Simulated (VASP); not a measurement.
A run of VASP 6.6.1 is set up as follows.

File INCAR:

```
SYSTEM = Bi
  PREC = Accurate
  ENCUT = 520
  EDIFF = 1E-7
  ISMEAR = 0
  SIGMA = 0.02
  LREAL = .FALSE.
  LASPH = .TRUE.
  NELM = 100
  ALGO = Normal
  ISIF = 2
  LWAVE = .FALSE.
  LCHARG = .FALSE.
  LDIPOL = .TRUE.
  IDIPOL = 3
  DIPOL = 0.5 0.5 0.500
  GGA = PE
  NBANDS = 22
```

File KPOINTS:

```
Automatic mesh
0
G
  9 9 1
  0 0 0
```

File POSCAR:

```
Bi
1.0
    4.1400000000      0.0000000000      0.0000000000
   -2.0700000000      3.5853451717      0.0000000000
    0.0000000000      0.0000000000     28.0000000000
Bi
2
Direct
    0.3333333333      0.6666666667      0.5000000000
    0.6666666667      0.3333333333      0.5000000000
```

Potentials or basis: VASP PAW PBE potentials, release 64 (Bi_d).

Launch:

```bash
$ cat potpaw_PBE.64/Bi_d/POTCAR > POTCAR
$ mpirun -np 1 vasp_std > vasp.out
```

(1) Predict the band gap on the k mesh.

## Answers

(1) zero (band 15 reaches -1.34 eV, above the bottom of band 16 at -2.01 eV).

Caveat: spin-orbit coupling is left out, which moves the levels of the heavy elements.
